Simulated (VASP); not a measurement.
# TiOs3 (Pm-3m) in VASP: a series of runs

The runs below take TiOs3 through single point, with r2SCAN.

Program: VASP 6.6.1. These are calculated values, not measurements. Logs are shortened: lines on timing, memory, paths and dates and some standing lists are left out, and cuts for length are marked.

**1. The cell of the first run**

Symmetry: Pm-3m, No. 221, cubic system. Conventional cell: a = 3.939 Å, b = 3.939 Å, c = 3.939 Å, α = 90.00°, β = 90.00°, γ = 90.00°. Within 3.7 Å of Ti (site symmetry m-3m) lie 12 Os at 2.79 Å. Within 3.7 Å of Os (site symmetry 4/mmm) lie 4 Ti at 2.79 Å and 8 Os at 2.79 Å.

**2. Single point, r2SCAN**

Contents of POSCAR:

```
TiOs3
1.0
    3.9388902090      0.0000000000      0.0000000000
    0.0000000000      3.9388902090      0.0000000000
    0.0000000000      0.0000000000      3.9388902090
Ti Os
1 3
Direct
    0.0000000000      0.0000000000      0.0000000000
    0.5000000000      0.5000000000      0.0000000000
    0.5000000000      0.0000000000      0.5000000000
    0.0000000000      0.5000000000      0.5000000000
```

Contents of INCAR.step1:

```
SYSTEM = TiOs3
ALGO = Normal ; EDIFF = 1E-4
ENCUT = 520 ; GGA = PE
ISMEAR = -1 ; LASPH = .True.
LCHARG = .False. ; LREAL = .False.
LWAVE = .True. ; NBANDS = 26
NELM = 100 ; PREC = Accurate
SIGMA = 0.1
```

Contents of INCAR.step2:

```
SYSTEM = TiOs3
ALGO = Normal ; EDIFF = 1E-6
ENCUT = 520 ; ISIF = 2
ISMEAR = -1 ; ISTART = 1
LASPH = .True. ; LCHARG = .False.
LMIXTAU = .True. ; LREAL = .False.
LWAVE = .False. ; METAGGA = R2SCAN
NBANDS = 26 ; NELM = 100
PREC = Accurate ; SIGMA = 0.1
```

Contents of KPOINTS:

```
k-points
0
Gamma
  6 6 6
  0 0 0
```

Potentials or basis: VASP PAW PBE potentials, release 64 (Ti_sv, Os).

Started as:

```console
$ cat potpaw_PBE.64/Ti_sv/POTCAR potpaw_PBE.64/Os/POTCAR > POTCAR
$ cp INCAR.step1 INCAR
$ mpirun -np 1 vasp_std > vasp.out
$ cp INCAR.step2 INCAR
$ mpirun -np 1 vasp_std > vasp.out
```

OUTCAR:

```text
SYSTEM = TiOs3
   EDIFF = 1E-6
   ENCUT = 520
   ISIF = 2
   ISMEAR = -1
   ISTART = 1
   LASPH = .True.
   LREAL = .False.
   METAGGA = R2SCAN
   NELM = 100
   PREC = Accurate

 ion  position               nearest neighbor table
   1  0.000  0.000  0.000-   2 2.79   3 2.79   4 2.79   3 2.79   4 2.79   2 2.79   4 2.79   4 2.79
                             2 2.79   3 2.79   3 2.79   2 2.79
   2  0.500  0.500  0.000-   1 2.79   3 2.79   4 2.79   3 2.79   4 2.79   1 2.79   3 2.79   3 2.79
                             1 2.79   4 2.79   4 2.79   1 2.79
   3  0.500  0.000  0.500-   1 2.79   2 2.79   4 2.79   1 2.79   2 2.79   2 2.79   4 2.79   2 2.79
                             1 2.79   4 2.79   1 2.79   4 2.79
   4  0.000  0.500  0.500-   1 2.79   2 2.79   3 2.79   1 2.79   2 2.79   1 2.79   3 2.79   1 2.79
                             2 2.79   3 2.79   2 2.79   3 2.79

  LATTYP: Found a simple cubic cell.
 ALAT       =     3.9388902090

  Lattice vectors:

 A1 = (   3.9388902090,   0.0000000000,   0.0000000000)
 A2 = (   0.0000000000,   3.9388902090,   0.0000000000)
 A3 = (   0.0000000000,   0.0000000000,   3.9388902090)

Analysis of symmetry for initial positions (statically):
=====================================================================
 Subroutine PRICEL returns:
 Original cell was already a primitive cell.

 Routine SETGRP: Setting up the symmetry group for a
 simple cubic supercell.

 Subroutine GETGRP returns: Found 48 space group operations
 (whereof 48 operations were pure point group operations)
 out of a pool of 48 trial point group operations.

The static configuration has the point symmetry O_h .

Analysis of symmetry for dynamics (positions and initial velocities):
=====================================================================
 Subroutine PRICEL returns:
 Original cell was already a primitive cell.

 Routine SETGRP: Setting up the symmetry group for a
 simple cubic supercell.

 Subroutine GETGRP returns: Found 48 space group operations
 (whereof 48 operations were pure point group operations)
 out of a pool of 48 trial point group operations.

The dynamic configuration has the point symmetry O_h .

 Subroutine INISYM returns: Found 48 space group operations
 (whereof 48 operations are pure point group operations),
 and found     1 'primitive' translations

----------------------------------------------------------------------------------------

                                     Primitive cell

  volume of cell :      61.1113

  direct lattice vectors                    reciprocal lattice vectors
     3.938890209  0.000000000  0.000000000     0.253878617  0.000000000  0.000000000
     0.000000000  3.938890209  0.000000000     0.000000000  0.253878617  0.000000000
     0.000000000  0.000000000  3.938890209     0.000000000  0.000000000  0.253878617

  length of vectors
     3.938890209  3.938890209  3.938890209     0.253878617  0.253878617  0.253878617

  position of ions in fractional coordinates (direct lattice)
     0.000000000  0.000000000  0.000000000
     0.500000000  0.500000000  0.000000000
     0.500000000  0.000000000  0.500000000
     0.000000000  0.500000000  0.500000000

  ion indices of the primitive-cell ions
   primitive index   ion index
                 1           1
                 2           2
                 3           3
                 4           4

----------------------------------------------------------------------------------------

 KPOINTS: k-points

Automatic generation of k-mesh.
 Grid dimensions read from file:
 generate k-points for:    6    6    6

 Generating k-lattice:

  Cartesian coordinates                     Fractional coordinates (reciprocal lattice)
     0.042313103  0.000000000  0.000000000     0.166666667  0.000000000  0.000000000
     0.000000000  0.042313103  0.000000000     0.000000000  0.166666667  0.000000000
     0.000000000  0.000000000  0.042313103     0.000000000  0.000000000  0.166666667

  Length of vectors
     0.042313103  0.042313103  0.042313103

  Shift w.r.t. Gamma in fractional coordinates (k-lattice)
     0.000000000  0.000000000  0.000000000

 Subroutine IBZKPT returns following result:
 ===========================================

 Found     20 irreducible k-points:

 Following reciprocal coordinates:
            Coordinates               Weight
  0.000000  0.000000  0.000000      1.000000
  0.166667  0.000000  0.000000      6.000000
  0.333333  0.000000  0.000000      6.000000
  0.500000  0.000000  0.000000      3.000000
  0.166667  0.166667  0.000000     12.000000
  0.333333  0.166667  0.000000     24.000000
[... 12 lines left out ...]
  0.500000  0.500000  0.333333      6.000000
  0.500000  0.500000  0.500000      1.000000
   k-points           NKPTS =     20   k-points in BZ     NKDIM =     20   number of bands    NBANDS=     26
   number of dos      NEDOS =    301   number of ions     NIONS =      4
   total plane-waves  NPLWV =  27000
   dimension x,y,z NGX =    30 NGY =   30 NGZ =   30
   dimension x,y,z NGXF=    60 NGYF=   60 NGZF=   60
   ions per type =               1   3
   NGX,Y,Z   is equivalent  to a cutoff of  12.66, 12.66, 12.66 a.u.
   NGXF,Y,Z  is equivalent  to a cutoff of  25.32, 25.32, 25.32 a.u.
 SYSTEM =  TiOs3
   PREC   = accura    normal or accurate (medium, high low for compatibility)
   ISTART =      1    job   : 0-new  1-cont  2-samecut
   ICHARG =      0    charge: 1-file 2-atom 10-const
   ISPIN  =      1    spin polarized calculation?
   LNONCOLLINEAR =      F non collinear calculations
   LSORBIT =      F    spin-orbit coupling
   LASPH  =      T    aspherical Exc in radial PAW
   ENCUT  =  520.0 eV  38.22 Ry    6.18 a.u.   7.32  7.32  7.32*2*pi/ulx,y,z
   NELM   =    100;   NELMIN=  2; NELMDL=  0     # of ELM steps
   EDIFF  = 0.1E-05   stopping-criterion for ELM
   LREAL  =      F    real-space projection
   EDIFFG = 0.1E-04   stopping-criterion for IOM
   NSW    =      0    number of steps for IOM
   IBRION =     -1    ionic relax: 0-MD 1-quasi-New 2-CG
   NFREE  =      0    steps in history (QN), initial steepest desc. (CG)
   ISIF   =      2    stress and relaxation
   ISYM   =      2    0-nonsym 1-usesym 2-fastsym
   POTIM  = 0.5000    time-step for ionic-motion
   TEBEG  =    0.0;   TEEND  =   0.0 temperature during run
   PSTRESS=    0.0 pullay stress
   NELECT =      36.0000    total number of electrons
   NUPDOWN=      -1.0000    fix difference up-down
   EMIN   =  10.00;   EMAX   =-10.00  energy-range for DOS
   EFERMI =   0.00;   METHOD = LEGACY
   ISMEAR =    -1;   SIGMA  =   0.10  broadening in eV -4-tet -1-fermi 0-gaus
   EFERMI_NEDOS =   21; number of points for ismear=-14 and -15
   IALGO  =     38    algorithm
   IMIX   =      4    mixing-type and parameters
     AMIX     =   0.40;   BMIX     =  1.00
     AMIX_MAG =   1.60;   BMIX_MAG =  1.00
  volume/ion in A,a.u.               =      15.28       103.10
  Fermi-wavevector in a.u.,A,eV,Ry     =   1.372361  2.593387 25.624879  1.883375
  Thomas-Fermi vector in A             =   2.497975
   LORBIT       =      0    0 simple, 1 ext, 2 COOP (PROOUT), +10 PAW based schemes
   METAGGA = R2SCAN    functional components
   LHFCALC =     F    Hartree Fock is set to
   AEXX    =    0.0000 exact exchange contribution
   IVDW    =     0    specifies the selected vdW correction
   LEPSILON=     F    determine dielectric tensor
   LRPA    =     F    only Hartree local field effects (RPA)
 non-spin polarized calculation
  energy-cutoff  :      520.00
  volume of cell :       61.11
 maximum number of plane-waves:      1662
 NGX is ok and might be reduce to    30
   NGX = 15   NGY = 15   NGZ = 15

 number of electron      35.9999998 magnetization

 Free energy of the ion-electron system (eV)
  ---------------------------------------------------
  ext. energy  EPLUGINS =         0.00000000
  ---------------------------------------------------
  free energy    TOTEN  =      -172.51262723 eV

  energy without entropy =     -172.37754101  energy(sigma->0) =     -172.44508412

 E-fermi :   8.0210     XC(G=0): -14.3782

 val. band max:        8.0045567947   @ k =   0.3333   0.1667   0.0000
 cond. band min:       8.0590660845   @ k =   0.5000   0.5000   0.5000
 fundamental gap:      0.0545092898
 Fermi energy:         8.0210431250

 k-point     1 :       0.0000    0.0000    0.0000
  band No.  band energies     occupation
      1     -50.9780      2.00000
      2     -26.1799      2.00000
      3     -26.1799      2.00000
      4     -26.1799      2.00000
      5      -1.4412      2.00000
      6       1.6921      2.00000
[... 18 lines left out ...]
     25      11.5861      0.00000
     26      12.1177      0.00000

 k-point     2 :       0.1667    0.0000    0.0000
  band No.  band energies     occupation
      1     -50.9775      2.00000
      2     -26.1875      2.00000
      3     -26.1813      2.00000
      4     -26.1813      2.00000
      5      -1.0494      2.00000
      6       1.9546      2.00000
[... 18 lines left out ...]
     25      11.3953      0.00000
     26      12.1168      0.00000

 k-point     3 :       0.3333    0.0000    0.0000
  band No.  band energies     occupation
      1     -50.9764      2.00000
      2     -26.2027      2.00000
      3     -26.1842      2.00000
      4     -26.1842      2.00000
      5       0.0074      2.00000
      6       2.4372      2.00000
[... 18 lines left out ...]
     25      11.2739      0.00000
     26      12.1157      0.00000

 k-point     4 :       0.5000    0.0000    0.0000
  band No.  band energies     occupation
      1     -50.9759      2.00000
      2     -26.2103      2.00000
      3     -26.1856      2.00000
      4     -26.1856      2.00000
      5       0.9467      2.00000
      6       2.2333      2.00000
[... 18 lines left out ...]
     25      11.2754      0.00000
     26      12.1153      0.00000
[... 380 lines left out ...]
      1     -50.9755      2.00000
      2     -26.1963      2.00000
      3     -26.1955      2.00000
      4     -26.1902      2.00000
      5       1.7897      2.00000
      6       2.1139      2.00000
[... 18 lines left out ...]
     25      11.3212      0.00000
     26      11.5083      0.00000

 k-point    19 :       0.5000    0.5000    0.3333
  band No.  band energies     occupation
      1     -50.9756      2.00000
      2     -26.1940      2.00000
      3     -26.1940      2.00000
      4     -26.1914      2.00000
      5       1.9499      2.00000
      6       1.9499      2.00000
[... 18 lines left out ...]
     25      11.6812      0.00000
     26      11.6812      0.00000

 k-point    20 :       0.5000    0.5000    0.5000
  band No.  band energies     occupation
      1     -50.9757      2.00000
      2     -26.1916      2.00000
      3     -26.1916      2.00000
      4     -26.1916      2.00000
      5       1.7328      2.00000
      6       1.7328      2.00000
[... 18 lines left out ...]
     25      11.5025      0.00000
     26      11.5025      0.00000

------------------------ aborting loop because EDIFF is reached ----------------------------------------

  FORCE on cell =-STRESS in cart. coord.  units (eV):
  Direction    XX          YY          ZZ          XY          YZ          ZX
  --------------------------------------------------------------------------------------
  -------------------------------------------------------------------------------------
  Total       -6.3971944     -6.3971944     -6.3971944     -0.0000000     -0.0000000      0.0000000
  in kB     -167.7175470   -167.7175470   -167.7175470     -0.0000000     -0.0000000      0.0000000
  external PRESSURE =    -167.7175470 kB  Pullay stress =       0.0000000 kB

 VOLUME and BASIS-vectors are now :
 -----------------------------------------------------------------------------
  energy-cutoff  :      520.00
  volume of cell :       61.11
      direct lattice vectors                 reciprocal lattice vectors
     3.938890209  0.000000000  0.000000000     0.253878617  0.000000000  0.000000000
     0.000000000  3.938890209  0.000000000     0.000000000  0.253878617  0.000000000
     0.000000000  0.000000000  3.938890209     0.000000000  0.000000000  0.253878617

 POSITION                                       TOTAL-FORCE (eV/Angst)
 -----------------------------------------------------------------------------------
      0.00000      0.00000      0.00000         0.000000      0.000000      0.000000
      1.96945      1.96945      0.00000         0.000000      0.000000      0.000000
      1.96945      0.00000      1.96945         0.000000      0.000000      0.000000
      0.00000      1.96945      1.96945         0.000000      0.000000      0.000000
 -----------------------------------------------------------------------------------
    total drift:                                0.000000      0.000000     -0.000000

  FREE ENERGIE OF THE ION-ELECTRON SYSTEM (eV)
  ---------------------------------------------------
  free  energy   TOTEN  =      -172.5126272311 eV

  energy  without entropy=     -172.3775410109  energy(sigma->0) =     -172.44508412
```

Run time: 64 s. Hardware: 1 thread of Intel Xeon 6975P-C (Granite Rapids), shared host; peak memory 0.19 GiB.

Results:

```
Free energy            : -172.5126 eV
Pressure               : -16.8 GPa
Band gap on the k mesh : zero (band 18 reaches 10.88 eV, above the bottom of band 19 at 7.21 eV)
```

Caveat: the PAW data sets were made with another functional, which shifts forces and pressure a little; spin-orbit coupling is left out, which moves the levels of the heavy elements.

**3. Single point, r2SCAN**

This run uses another cell than the first one, of 15.87 Å³/atom, 1.038 times its volume.

Contents of POSCAR:

```
TiOs3
1.0
    3.9887548723      0.0000000000      0.0000000000
    0.0000000000      3.9887548723      0.0000000000
    0.0000000000      0.0000000000      3.9887548723
Ti Os
1 3
Direct
    0.0000000000      0.0000000000      0.0000000000
    0.5000000000      0.5000000000      0.0000000000
    0.5000000000      0.0000000000      0.5000000000
    0.0000000000      0.5000000000      0.5000000000
```

Contents of INCAR.step1:

```
SYSTEM = TiOs3
PREC = Accurate
ENCUT = 520
ISMEAR = -1
SIGMA = 0.1
LREAL = .False.
LASPH = .True.
NELM = 100
NBANDS = 26
GGA = PE
ALGO = Normal
EDIFF = 1E-4
LWAVE = .True.
LCHARG = .False.
```

Contents of INCAR.step2:

```
SYSTEM = TiOs3
PREC = Accurate
ENCUT = 520
EDIFF = 1E-7
ISMEAR = -1
SIGMA = 0.1
LREAL = .False.
LASPH = .True.
NELM = 100
ALGO = Normal
ISIF = 2
LWAVE = .False.
LCHARG = .True.
METAGGA = R2SCAN
LMIXTAU = .True.
LELF = .True.
LVHAR = .True.
NBANDS = 26
ISTART = 1
```

Contents of KPOINTS:

```
regular mesh
0
Gamma
  6 6 6
  0 0 0
```

Potentials or basis: VASP PAW PBE potentials, release 64 (Ti_sv, Os).

Started as:

```console
$ cat potpaw_PBE.64/Ti_sv/POTCAR potpaw_PBE.64/Os/POTCAR > POTCAR
$ cp INCAR.step1 INCAR
$ mpirun -np 1 vasp_std > vasp.out
$ cp INCAR.step2 INCAR
$ mpirun -np 1 vasp_std > vasp.out
```

Wall time 81 s (1 thread of Intel Xeon 6975P-C (Granite Rapids), shared host); peak memory 0.18 GiB.

Results (log left out):

| Property | Result |
| --- | --- |
| Free energy | -172.2024 eV |
| Pressure | -25.4 GPa |
| Band gap on the k mesh | zero (band 18 reaches 10.28 eV, above the bottom of band 19 at 6.78 eV) |

Levels at points of the mesh, in eV from the Fermi level:
```csv
k point,band 15,band 16,band 17,band 18,band 19,band 20,band 21,band 22
"(0.00, 0.00, 0.00)",0.88,0.88,2.52,2.74,2.74,2.74,3.05,3.05
"(0.50, 0.00, 0.00)",-1.45,-1.07,-0.23,-0.23,-0.20,1.34,1.45,1.45
"(0.50, 0.50, 0.00)",-2.27,-0.90,-0.83,-0.83,-0.76,0.26,0.31,1.89
"(0.50, 0.50, 0.50)",-0.79,-0.79,0.05,0.40,0.40,0.40,2.51,2.51
```

Caveat: the PAW data sets were made with another functional, which shifts forces and pressure a little; spin-orbit coupling is left out, which moves the levels of the heavy elements.

**4. Single point, r2SCAN**

This run uses another cell than the first one, of 16.45 Å³/atom, 1.077 times its volume.

Contents of POSCAR:

```
TiOs3
1.0
    4.0374030189      0.0000000000      0.0000000000
    0.0000000000      4.0374030189      0.0000000000
    0.0000000000      0.0000000000      4.0374030189
Ti Os
1 3
Direct
    0.0000000000      0.0000000000      0.0000000000
    0.5000000000      0.5000000000      0.0000000000
    0.5000000000      0.0000000000      0.5000000000
    0.0000000000      0.5000000000      0.5000000000
```

Edit INCAR.step1 of step 3 so:

```diff
@@ -7,3 +7,3 @@
 LASPH = .True.
-NELM = 100
+NELM = 80
 NBANDS = 26
```

Contents of INCAR.step2:

```
SYSTEM = TiOs3
PREC = Accurate
ENCUT = 520
EDIFF = 1E-6
ISMEAR = -1
SIGMA = 0.1
LREAL = .False.
LASPH = .True.
NELM = 80
ALGO = Normal
ISIF = 2
LWAVE = .False.
LCHARG = .False.
METAGGA = R2SCAN
LMIXTAU = .True.
NBANDS = 26
ISTART = 1
```

Contents of KPOINTS:

```
Automatic mesh
0
Gamma
  6 6 6
  0 0 0
```

Started as:

```console
$ cat potpaw_PBE.64/Ti_sv/POTCAR potpaw_PBE.64/Os/POTCAR > POTCAR
$ cp INCAR.step1 INCAR
$ mpirun -np 1 vasp_std > vasp.out
$ cp INCAR.step2 INCAR
$ mpirun -np 1 vasp_std > vasp.out
```

Wall time 70 s (1 thread of Intel Xeon 6975P-C (Granite Rapids), shared host); peak memory 0.18 GiB.

Results (log left out):

- Free energy: -171.7792 eV
- Pressure: -32.2 GPa
- Band gap on the k mesh: zero (band 18 reaches 9.73 eV, above the bottom of band 19 at 6.39 eV)

Levels at points of the mesh, in eV from the Fermi level:
```csv
k point,band 16,band 17,band 18,band 19,band 20,band 21
"(0.00, 0.00, 0.00)",0.83,2.37,2.63,2.63,2.63,2.87
"(0.50, 0.00, 0.00)",-1.01,-0.23,-0.23,-0.19,1.26,1.40
"(0.50, 0.50, 0.00)",-0.83,-0.78,-0.78,-0.71,0.25,0.29
"(0.50, 0.50, 0.50)",-0.75,0.07,0.38,0.38,0.38,2.36
```

Caveat: the PAW data sets were made with another functional, which shifts forces and pressure a little; spin-orbit coupling is left out, which moves the levels of the heavy elements.

**5. Summary**

| cell | gap on the mesh (eV) | pressure (GPa) |
| --- | --- | --- |
| a = 3.939 Å, 4 atoms | none | -16.8 |
| a = 3.989 Å, 4 atoms | none | -25.4 |
| a = 4.037 Å, 4 atoms | none | -32.2 |

Alike in all rows: task single point; level r2SCAN; potentials or basis VASP PAW PBE potentials, release 64 (Ti_sv, Os); no spin polarisation; k mesh 6 × 6 × 6; cutoff (eV) 520; smearing fermi-dirac 0.1 eV.

Caveats: the PAW data sets were made with another functional, which shifts forces and pressure a little; spin-orbit coupling is left out, which moves the levels of the heavy elements.

Absolute energies hang on the potentials; compare differences alone.
